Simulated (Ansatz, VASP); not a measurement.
**One calculation of Ru, two programs**

```
Ru
1.0
     0.00000    2.05804    1.63244
     2.05804    0.00000    1.63244
     2.05804    2.05804    0.00000
Ru
1
Cartesian
  0.0000 0.0000 0.0000
```

Alike in both runs: task single point; functional PBE; k mesh 22 × 22 × 22; occupations gaussian, width 0.15 eV; no spin polarisation.

|  | VASP | Ansatz |
| --- | --- | --- |
| version | VASP 6.6.1 | Ansatz 0.2.0 |
| potentials or method | VASP PAW PBE potentials, release 64 (Ru_pv), cutoff 520 eV | scalar-relativistic, plane waves, PAW |
| valence electrons in the cell | 14 | 16 |

|  | VASP | Ansatz | Ansatz less VASP |
| --- | --- | --- | --- |
| gap on the k mesh at the Fermi level (eV) | none | none | - |
| pressure (GPa) | 6.1 | 6.2 | +0.15 |
| traceless stress, the component that is largest in VASP (GPa) | 28.15 | 28.19 | +0.040 |

A gap of «none» marks a metal or a gap that the smearing closes. The functional is the same, so the differences come from potentials, cutoffs and numerics. VASP's potentials hold 14 valence electrons a cell and Ansatz's 16, so a difference there can come from the potentials and not from the codes.
